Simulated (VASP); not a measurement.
PbO2:

```xyz
3
Lattice="3.3800 0.0000 0.0000 -1.6900 2.9272 0.0000 0.0000 0.0000 3.7180" Properties=species:S:1:pos:R:3 pbc="T T T"
Pb    0.0000    0.0000    0.0000
O     0.0000    1.9514    1.8590
O     1.6900    0.9757    1.8590
```

| Item | Value |
| --- | --- |
| Program | VASP 6.6.1 |
| Task | relaxation of cell and atoms |
| Functional | r2SCAN |
| Potentials or basis | VASP PAW PBE potentials, release 64 (Pb_d, O) |
| Cutoff | 600 eV |
| k mesh | 6 × 6 × 5 |
| Occupations | fermi-dirac, width 0.01 eV |
| Spin | no spin polarisation |

At the start: pressure 21.6 GPa; volume 12.26 Å³/atom.

**Question.** How do energy, volume and symmetry change on relaxing?

**Answer.** Over 9 steps the energy falls by 345.6 meV/atom and the volume is 13.70 Å³/atom (+11.7 %); space group P6/mmm (No. 191, to 0.05 Å).

Step by step:
```csv
step,energy change (eV),largest force (eV/Å),pressure (GPa),volume (Å³)
1,0.0000,0.0000,21.57,36.79
2,-0.8258,0.0000,-8.62,45.94
3,-0.8483,0.0000,-5.44,44.31
4,-1.0180,0.0000,-2.44,42.19
5,-1.0361,0.0000,-0.68,41.34
6,-1.0361,0.0000,-0.54,41.28
7,-1.0366,0.0000,0.36,40.98
8,-1.0367,0.0000,0.12,41.06
9,-1.0368,0.0000,0.02,41.10
```

Final structure:
```
CELL_PARAMETERS angstrom
3.78381 0.00000 0.00000
-1.89191 3.27688 0.00000
0.00000 0.00000 3.31469
ATOMIC_POSITIONS crystal
Pb 0.00000 0.00000 0.00000
O 0.33333 0.66667 0.50000
O 0.66667 0.33333 0.50000
```

Caveat: the PAW data sets were made with another functional, which shifts forces and pressure a little.
